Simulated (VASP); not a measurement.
Input of a VASP 6.6.1 run:

INCAR

```
PREC = Accurate ; ENCUT = 520
EDIFF = 1E-6 ; ISMEAR = 0
SIGMA = 0.15 ; LREAL = False
LASPH = True ; NELM = 60
ALGO = Fast ; ISIF = 2
LWAVE = False ; LCHARG = False
GGA = PS ; NBANDS = 13
```

Contents of KPOINTS:

```
regular mesh
0
Gamma
  22 22 22
```

File POSCAR:

```
Mo
1.0
   -1.5081600000      1.5081600000      1.5710000000
    1.5081600000     -1.5081600000      1.5710000000
    1.5081600000      1.5081600000     -1.5710000000
Mo
1
Direct
    0.0000000000      0.0000000000      0.0000000000
```

Potentials or basis: VASP PAW PBE potentials, release 64 (Mo_sv).

Command:

```bash
$ cat potpaw_PBE.64/Mo_sv/POTCAR > POTCAR
$ mpirun -np 1 vasp_std > vasp.out
```

Question: What does it give for the pressure?

Answer: 23.5 GPa.

Question: Estimate the band gap on the k mesh.

Answer: Zero (bands 7 and 8 overlap by 5.73 eV).

Stress tensor (GPa, compression positive):
```
28.50  0.00  0.00
 0.00 28.50  0.00
 0.00  0.00 13.57
```

Caveat: the cell differs from its parent crystal (strain -0.040 along x and y, +0.000 along z); the stress differs along the axes, from 14 to 29 GPa; the PAW data sets were made with another functional, which shifts forces and pressure a little.
